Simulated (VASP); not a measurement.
# HgTe (I-4m2) in VASP: notebook, part 2 of 2

VASP 6.6.1. The steps go on from the part before.

## (3) Single point, PBE (strain +0.0875 x Voigt [1, 1, 0, 0, 0, 0])

The input, INCAR:

```
SYSTEM = HgTe
  ALGO = Normal
  EDIFF = 1E-7
  ENCUT = 520
  GGA = PE
  ISIF = 2
  ISMEAR = 0
  LASPH = .TRUE.
  LCHARG = .TRUE.
  LELF = .TRUE.
  LREAL = .FALSE.
  LVHAR = .TRUE.
  LWAVE = .FALSE.
  NBANDS = 16
  NELM = 100
  PREC = Accurate
  SIGMA = 0.15
```

The input, KPOINTS:

```
k-points
0
G
  14 14 14
  0 0 0
```

The input, POSCAR:

```
HgTe
1.0
    0.0000000000      3.5055562500      3.2235000000
    3.5055562500      0.0000000000      3.2235000000
    3.5055562500      3.5055562500      0.0000000000
Hg Te
1 1
Direct
    0.0000000000      0.0000000000      0.0000000000
    0.7500000000      0.7500000000      0.7500000000
```

Potentials or basis: VASP PAW PBE potentials, release 64 (Hg, Te).

Run with:

```sh
> cat potpaw_PBE.64/Hg/POTCAR potpaw_PBE.64/Te/POTCAR > POTCAR
> mpirun -np 1 vasp_std > vasp.out
```

Run time: 8.5 min. Hardware: 1 thread of AMD EPYC 7R13, shared host; peak memory 0.43 GiB.

The run converged. Its results:

```
Free energy : -3.5972 eV
Pressure    : -2.1 GPa
```

Stress tensor (GPa, compression positive):
```
-2.52  0.00  0.00
 0.00 -2.52  0.00
 0.00  0.00 -1.34
```

Levels at points of the mesh, in eV from the Fermi level:
| k point | band 6 | band 7 | band 8 | band 9 | band 10 | band 11 | band 12 | band 13 |
| --- | --- | --- | --- | --- | --- | --- | --- | --- |
| (0.00, 0.00, 0.00) | -6.32 | -1.24 | -0.22 | -0.22 | -0.02 | 4.35 | 4.38 | 4.38 |
| (0.50, 0.00, 0.00) | -6.12 | -4.66 | -0.99 | -0.71 | 0.52 | 4.84 | 5.23 | 6.49 |
| (0.50, 0.50, 0.00) | -5.98 | -4.53 | -1.98 | -1.98 | 1.40 | 2.59 | 7.84 | 8.07 |
| (0.50, 0.00, 0.50) | -6.07 | -4.84 | -1.76 | -1.62 | 1.91 | 2.82 | 7.37 | 7.75 |

Caveat: the cell differs from its parent crystal (strain +0.0875 x Voigt [1, 1, 0, 0, 0, 0]); spin-orbit coupling is left out, which moves the levels of the heavy elements.

## (4) Single point, PBE (strain +0.1000 x Voigt [1, 1, 0, 0, 0, 0])

The input, INCAR:

```
SYSTEM = HgTe
PREC     = Accurate       ! precision mode
ENCUT    = 520            ! plane-wave cutoff, eV
EDIFF    = 1E-7           ! SCF threshold, eV
ISMEAR   = 0              ! smearing method
SIGMA    = 0.15           ! smearing width, eV
LREAL    = .FALSE.        ! projectors in reciprocal space
LASPH    = .TRUE.         ! aspherical terms in the spheres
NELM     = 80             ! most SCF steps
ALGO     = Normal         ! electronic algorithm
ISIF     = 2              ! what is computed and relaxed
LWAVE    = .FALSE.        ! write WAVECAR
LCHARG   = .FALSE.        ! write CHGCAR
GGA      = PE             ! functional
NBANDS   = 16             ! bands
```

The input, KPOINTS:

```
regular mesh
0
G
  14 14 14
  0 0 0
```

The input, POSCAR:

```
HgTe
1.0
    0.0000000000      3.5458500000      3.2235000000
    3.5458500000      0.0000000000      3.2235000000
    3.5458500000      3.5458500000      0.0000000000
Hg Te
1 1
Direct
    0.0000000000      0.0000000000      0.0000000000
    0.7500000000      0.7500000000      0.7500000000
```

Potentials or basis: VASP PAW PBE potentials, release 64 (Hg, Te).

Run with:

```sh
> cat potpaw_PBE.64/Hg/POTCAR potpaw_PBE.64/Te/POTCAR > POTCAR
> mpirun -np 1 vasp_std > vasp.out
```

OUTCAR:

```text
SYSTEM = HgTe
   PREC = Accurate
   ENCUT = 520
   EDIFF = 1E-7
   ISMEAR = 0
   LREAL = .FALSE.
   LASPH = .TRUE.
   NELM = 80
   ISIF = 2
   GGA = PE

 ion  position               nearest neighbor table
   1  0.000  0.000  0.000-   2 2.98   2 2.98   2 2.98   2 2.98
   2  0.750  0.750  0.750-   1 2.98   1 2.98   1 2.98   1 2.98

  LATTYP: Found a body centered tetragonal cell.
 ALAT       =     5.0145891601
 C/A-ratio  =     1.2856486931

  Lattice vectors:

 A1 = (   0.0000000000,  -3.5458500000,  -3.2235000000)
 A2 = (   0.0000000000,   3.5458500000,  -3.2235000000)
 A3 = (   3.5458500000,   0.0000000000,   3.2235000000)

Analysis of symmetry for initial positions (statically):
=====================================================================
 Subroutine PRICEL returns:
 Original cell was already a primitive cell.

 Routine SETGRP: Setting up the symmetry group for a
 body centered tetragonal supercell.

 Subroutine GETGRP returns: Found  8 space group operations
 (whereof  8 operations were pure point group operations)
 out of a pool of 16 trial point group operations.

[... 156 lines left out ...]
  ext. energy  EPLUGINS =         0.00000000
  ---------------------------------------------------
  free energy    TOTEN  =        -3.56551336 eV

  energy without entropy =       -3.56488948  energy(sigma->0) =       -3.56520142

 E-fermi :   1.5004     XC(G=0):  -7.9414

 val. band max:        1.4873007203   @ k =   0.0000   0.0000   0.0000
 cond. band min:       1.5938747122   @ k =   0.0714  -0.0000   0.0000
 fundamental gap:      0.1065739919
 Fermi energy:         1.5004369308

 k-point     1 :       0.0000    0.0000    0.0000
  band No.  band energies     occupation
      1      -9.4939      2.00000
      2      -5.0898      2.00000
      3      -5.0898      2.00000
      4      -5.0766      2.00000
      5      -4.7743      2.00000
      6      -4.7415      2.00000
[... 433 lines left out ...]
      3      -5.0197      2.00000
      4      -4.9520      2.00000
      5      -4.7513      2.00000
      6      -4.7417      2.00000
[... 8 lines left out ...]
     15      10.4182      0.00000
     16      10.4537      0.00000

 [... further k-points ...]
[... 5 lines left out ...]
  --------------------------------------------------------------------------------------
  -------------------------------------------------------------------------------------
  Total       -1.5529206     -1.5529206     -0.8727917      0.0000000      0.0000000     -0.0000000
  in kB      -30.6945628    -30.6945628    -17.2513393      0.0000000      0.0000000     -0.0000000
  external PRESSURE =     -26.2134883 kB  Pullay stress =       0.0000000 kB

 VOLUME and BASIS-vectors are now :
 -----------------------------------------------------------------------------
  energy-cutoff  :      520.00
  volume of cell :       81.06
      direct lattice vectors                 reciprocal lattice vectors
     0.000000000  3.545850000  3.223500000    -0.141009913  0.141009913  0.155110904
     3.545850000  0.000000000  3.223500000     0.141009913 -0.141009913  0.155110904
     3.545850000  3.545850000  0.000000000     0.141009913  0.141009913 -0.155110904

 POSITION                                       TOTAL-FORCE (eV/Angst)
 -----------------------------------------------------------------------------------
      0.00000      0.00000      0.00000        -0.000000     -0.000000     -0.000000
      5.31878      5.31878      4.83525         0.000000      0.000000      0.000000
 -----------------------------------------------------------------------------------
    total drift:                               -0.000000     -0.000000     -0.000000

  FREE ENERGIE OF THE ION-ELECTRON SYSTEM (eV)
  ---------------------------------------------------
  free  energy   TOTEN  =        -3.5655133570 eV

  energy  without entropy=       -3.5648894846  energy(sigma->0) =       -3.56520142
```

It took 7.4 min on 1 thread of AMD EPYC 7R13, shared host; peak memory 0.44 GiB.

Results:

* Free energy: -3.5655 eV
* Pressure: -2.6 GPa

Stress tensor (GPa, compression positive):
```
-3.07  0.00  0.00
 0.00 -3.07  0.00
 0.00  0.00 -1.73
```

Levels at points of the mesh, in eV from the Fermi level:
| k point | band 6 | band 7 | band 8 | band 9 | band 10 | band 11 | band 12 | band 13 |
| --- | --- | --- | --- | --- | --- | --- | --- | --- |
| (0.00, 0.00, 0.00) | -6.24 | -1.29 | -0.23 | -0.23 | -0.01 | 4.38 | 4.42 | 4.42 |
| (0.50, 0.00, 0.00) | -6.06 | -4.53 | -0.97 | -0.66 | 0.51 | 4.84 | 5.26 | 6.42 |
| (0.50, 0.50, 0.00) | -5.92 | -4.40 | -1.92 | -1.92 | 1.34 | 2.63 | 7.80 | 7.97 |
| (0.50, 0.00, 0.50) | -6.02 | -4.74 | -1.68 | -1.52 | 1.91 | 2.88 | 7.29 | 7.62 |

Caveat: the cell differs from its parent crystal (strain +0.1000 x Voigt [1, 1, 0, 0, 0, 0]); spin-orbit coupling is left out, which moves the levels of the heavy elements.

## (5) Summary

| cell | pressure (GPa) |
| --- | --- |
| a = 4.733, b = 4.733, c = 4.901 Å, angles 58.8, 58.8, 62.4°, 2 atoms | -1.5 |
| a = 4.762, b = 4.762, c = 4.958 Å, angles 58.6, 58.6, 62.7°, 2 atoms | -2.1 |
| a = 4.792, b = 4.792, c = 5.015 Å, angles 58.5, 58.5, 63.1°, 2 atoms | -2.6 |

Alike in all rows: task single point; level PBE; potentials or basis VASP PAW PBE potentials, release 64 (Hg, Te); no spin polarisation; k mesh 14 × 14 × 14; cutoff (eV) 520; smearing gaussian 0.15 eV.

Caveats: spin-orbit coupling is left out, which moves the levels of the heavy elements.

Absolute energies hang on the potentials; compare differences alone.
